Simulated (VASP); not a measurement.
**B2O: single point with PBE+D3(BJ)**

Crystal: B2O.

```xyz
6
Lattice="2.5091 0.0000 0.0000 -1.2546 2.1730 0.0000 0.0000 0.0000 9.1634" Properties=species:S:1:pos:R:3 pbc="T T T"
B     0.0000    0.0000    3.7561
B     0.0000    0.0000    5.4073
B     1.2546    0.7243    0.2689
B     0.0000    1.4487    8.8945
O     1.2546    0.7243    3.2308
O     0.0000    1.4487    5.9326
```

```yaml
Program: VASP 6.6.1
Task: single point
Functional: PBE
Dispersion: D3(BJ)
Potentials_or_basis: VASP PAW PBE potentials, release 64 (B, O)
Cutoff: 520 eV
k_mesh: 21 × 21 × 6
Occupations: gaussian, width 0.15 eV
Spin: no spin polarisation
```

The pressure is 14.4 GPa and the largest force is 0.975 eV/Å. The band gap on the k mesh is zero (bands 12 and 13 overlap by 4.59 eV) and the dispersion energy per atom is -0.145 eV.

Forces in eV/Å, atoms in the order of the input:
```
B    0.000  0.000 -0.854
B    0.000  0.000  0.854
B    0.000  0.000  0.654
B    0.000  0.000 -0.654
O    0.000  0.000 -0.975
O    0.000  0.000  0.975
```

Stress tensor (GPa, compression positive):
```
14.05  0.00  0.00
 0.00 14.05  0.00
 0.00  0.00 15.16
```

Levels at points of the mesh, in eV from the Fermi level:
```tsv
k point	band 9	band 10	band 11	band 12	band 13	band 14	band 15	band 16
(0.00, 0.00, 0.00)	-6.10	-4.53	-2.08	3.78	3.78	3.88	4.83	5.72
(0.00, 0.00, 0.50)	-6.10	-5.13	-1.59	3.49	3.78	3.78	5.33	5.38
```

It took 7.6 min on 1 thread of Oxide Virtual Turin-like Processor, on a shared host, peak memory 0.31 GiB.

Caveat: the cell stands under pressure.
